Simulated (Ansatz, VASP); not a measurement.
## Two plane-wave programs on Fe

```
Fe
1.0
     0.00000    2.40477    2.40477
     2.40477    0.00000    2.40477
     2.40477    2.40477    0.00000
Fe
2
Direct
  0.00000 0.00000 0.00000
  0.25000 0.25000 0.25000
```

Alike in both runs: functional r2SCAN; k mesh 20 × 20 × 20; occupations gaussian, width 0.1 eV; collinear spin.

Ansatz relaxed the structure, and its values are those at the end. VASP's run is a single point on that final structure, the one shown.

|  | VASP | Ansatz |
| --- | --- | --- |
| version | VASP 6.6.1 | Ansatz 0.2.0 |
| potentials or method | VASP PAW PBE potentials, release 64 (Fe_sv), cutoff 660 eV | scalar-relativistic, plane waves, PAW |
| valence electrons in the cell | 32 | 32 |

|  | VASP | Ansatz | Ansatz less VASP |
| --- | --- | --- | --- |
| gap on the k mesh at the Fermi level (eV) | none | none | - |
| pressure (GPa) | -1.8 | 0.0 | +1.78 |
| net moment per atom (μB) | 0.00 | 0.00 | 0.000 |

VASP's potentials were made for PBE, not for r2SCAN. A gap of «none» marks a metal or a gap that the smearing closes. The functional is the same, so the differences come from potentials, cutoffs and numerics. Ansatz's warnings: seeded moment not kept.
